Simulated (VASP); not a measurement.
Crystal: Ti.

```
CELL_PARAMETERS angstrom
-1.64045 1.64045 1.64045
1.64045 -1.64045 1.64045
1.64045 1.64045 -1.64045
ATOMIC_POSITIONS crystal
Ti 0.00000 0.00000 0.00000
```

This isn't the form of Ti at room conditions, which is hcp.

* Program: VASP 6.6.1
* Task: relaxation of cell and atoms
* Functional: r2SCAN
* Potentials or basis: VASP PAW PBE potentials, release 64 (Ti_sv)
* Cutoff: 600 eV
* k mesh: 13 × 13 × 13
* Occupations: fermi-dirac, width 0.1 eV
* Spin: no spin polarisation

At the start: pressure -2.0 GPa; volume 17.66 Å³/atom.

Problem. How do energy, volume and symmetry change on relaxing?

Solution. Over 7 steps the energy falls by 2.0 meV/atom and the volume is 17.34 Å³/atom (-1.8 %); space group Im-3m (No. 229, to 0.1 Å) before and after.

The path:
```
step  energy change (eV)  largest force (eV/Å)  pressure (GPa)  volume (Å³)
   1              0.0000                0.0000           -1.98        17.66
   2             -0.0010                0.0000            1.51        17.11
   3             -0.0020                0.0000            0.21        17.34
   4             -0.0020                0.0000           -0.14        17.37
   5             -0.0020                0.0000           -0.23        17.35
   6             -0.0020                0.0000           -0.15        17.34
   7             -0.0020                0.0000           -0.08        17.34
```

Final structure:
```xyz
1
Lattice="-1.6306 1.6306 1.6306 1.6306 -1.6306 1.6306 1.6306 1.6306 -1.6306" Properties=species:S:1:pos:R:3 pbc="T T T"
Ti    0.0000    0.0000    0.0000
```

Caveat: the PAW data sets were made with another functional, which shifts forces and pressure a little.
